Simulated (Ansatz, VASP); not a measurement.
## Two plane-wave programs on SrTiO3

```
CELL_PARAMETERS angstrom
3.93640 0.00000 0.00000
0.00000 3.93640 0.00000
0.00000 0.00000 3.93640
ATOMIC_POSITIONS crystal
Sr 0.50000 0.50000 0.50000
Ti 0.00000 0.00000 0.00000
O 0.50000 0.00000 0.00000
O 0.00000 0.50000 0.00000
O 0.00000 0.00000 0.50000
```

Alike in both runs: task relaxation of cell and atoms; functional PBEsol; k mesh 8 × 8 × 8; occupations gaussian, width 0.02 eV; no spin polarisation.

```csv
,VASP,Ansatz
version,VASP 6.6.1,Ansatz 0.2.0
potentials or method,"VASP PAW PBE potentials, release 64 (Sr_sv, Ti_sv, O), cutoff 600 eV","scalar-relativistic, plane waves, PAW"
valence electrons in the cell,40,40
```

Ansatz gave:

| Property | Result |
| --- | --- |
| gap on the k mesh at the Fermi level, each at its own relaxed structure (eV) | 1.85 |
| relaxed volume (Å³/atom) | 11.78 |
| relaxed cell length with the largest relative difference (Å) | 3.891 |

Problem. Estimate VASP's values.

Solution. gap on the k mesh at the Fermi level, each at its own relaxed structure (eV): 1.82; relaxed volume (Å³/atom): 11.82; relaxed cell length with the largest relative difference (Å): 3.895.

VASP's potentials were made for PBE, not for PBEsol.
